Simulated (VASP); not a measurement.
TaC, 2 atoms in the cell. It takes space group Fm-3m (No. 225, cubic). The conventional cell has a = 4.446 Å, b = 4.446 Å, c = 4.446 Å, α = 90.00°, β = 90.00°, γ = 90.00°. Ta (site symmetry m-3m) has 6 C at 2.22 Å within 2.9 Å. Within 2.9 Å of C (site symmetry m-3m) lie 6 Ta at 2.22 Å. 

| Quantity | Value |
| --- | --- |
| Program | VASP 6.6.1 |
| Task | single point |
| Functional | PBE |
| Potentials or basis | VASP PAW PBE potentials, release 64 (Ta_pv, C) |
| Cutoff | 600 eV |
| k mesh | 3 × 3 × 3 |
| Occupations | methfessel-paxton, width 0.1 eV |
| Spin | no spin polarisation |
| Dipole correction | no |
| Further INCAR settings | ALGO = Normal; EDIFF = 1e-06; NBANDS = 14 |

Potentials or basis: VASP PAW PBE potentials, release 64 (Ta_pv, C).

Run with:

```sh
$ cat potpaw_PBE.64/Ta_pv/POTCAR potpaw_PBE.64/C/POTCAR > POTCAR
$ mpirun -np 1 vasp_std > vasp.out
```

Hardware: 1 thread of AMD EPYC 7R13, with other jobs on the host.

Question: How long does it take, and how much memory?

Answer: It took 11 s on 1 thread of AMD EPYC 7R13 (shared host), peak memory 0.12 GiB. Counts: scf iterations 13, k points 4.
